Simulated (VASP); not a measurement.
Here is a VASP 6.6.1 calculation.

File INCAR:

```
ALGO = Normal
DIPOL = 0.5 0.5 0.336
EDIFF = 1E-7
ENCUT = 520
GGA = PE
IDIPOL = 3
ISIF = 2
ISMEAR = 0
ISPIN = 2
LASPH = True
LCHARG = False
LDIPOL = True
LORBIT = 11
LREAL = False
LWAVE = False
MAGMOM = 0 0 0 0 0 0 3
NBANDS = 28
NELM = 150
PREC = Accurate
SIGMA = 0.05
```

File KPOINTS:

```
k-points
0
Gamma
  9 9 1
```

The input POSCAR:

```
Mg3NO3
1.0
    3.0085896333      0.0000000000      0.0000000000
    0.0000000000      3.0085896333      0.0000000000
    0.0000000000      0.0000000000     19.7799623295
Mg O N
3 3 1
Direct
    0.5000000000      0.5000000000      0.2022248543
    0.0000000000      0.0000000000      0.3100331114
    0.5000000000      0.5000000000      0.4161289115
    0.0000000000      0.0000000000      0.2022248543
    0.5000000000      0.5000000000      0.3095409233
    0.0000000000      0.0000000000      0.4186035439
    0.0000000000      0.1250000000      0.4933185524
```

Potentials or basis: VASP PAW PBE potentials, release 64 (Mg, O, N).

Run with:

```sh
$ cat potpaw_PBE.64/Mg/POTCAR potpaw_PBE.64/O/POTCAR potpaw_PBE.64/N/POTCAR > POTCAR
$ mpirun -np 1 vasp_std > vasp.out
```

Question: What does it give for the site moments?

Answer: Mg -0.00, +0.00 (each value once); O -0.00, +0.06 (each value once); N +0.71 μB.

Question: Predict the net moment.

Answer: 1.06 μB per cell.

Question: Predict the largest force.

Answer: 2.663 eV/Å.

Forces in eV/Å, atoms in the order of the input:
```
Mg   0.000  0.001 -0.119
Mg   0.000  0.045 -0.781
Mg   0.000 -0.034  2.632
O    0.000  0.002  0.094
O    0.000  0.058  0.675
O    0.000 -0.557 -2.605
N    0.000  0.486  0.103
```
